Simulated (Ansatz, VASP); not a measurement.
# LiCl: VASP beside Ansatz

```xyz
10
Lattice="-3.7462 3.7462 4.9029 3.7462 -3.7462 4.9029 3.7462 3.7462 -4.9029" Properties=species:S:1:pos:R:3 pbc="T T T"
Li    0.9650   -0.9650    2.9721
Li    2.7812    2.7812    1.9309
Li    0.0000    0.0000    0.0000
Li    0.9650    0.9650    6.8338
Li   -0.9650    0.9650    2.9721
Cl    1.1639    1.1639    1.7321
Cl   -1.1639    1.1639    8.0738
Cl    1.1639   -1.1639    8.0738
Cl    2.5824    2.5824   -3.1708
Cl    0.0000    0.0000    4.9029
```

Alike in both runs: functional PBE; k mesh 4 × 4 × 4; occupations gaussian, width 0.1 eV; no spin polarisation.

Ansatz relaxed the structure, and its values are those at the end. VASP's run is a single point on that final structure, the one shown.

```csv
,VASP,Ansatz
version,VASP 6.6.1,Ansatz 0.2.0
potentials or method,"VASP PAW PBE potentials, release 64 (Li_sv, Cl), cutoff 520 eV","scalar-relativistic, plane waves, PAW"
valence electrons in the cell,50,50
```

```tsv
	VASP	Ansatz	Ansatz less VASP
gap on the k mesh at the Fermi level (eV)	5.61	5.61	-0.004
least direct gap on the mesh (eV)	5.62	5.62	-0.004
rms of the force components (eV/Å)	0.005	0.004	-0.0016
```

Noted on VASP's run: the cutoff is under 1.25 times that of the potentials, so the pressure is a little rough.
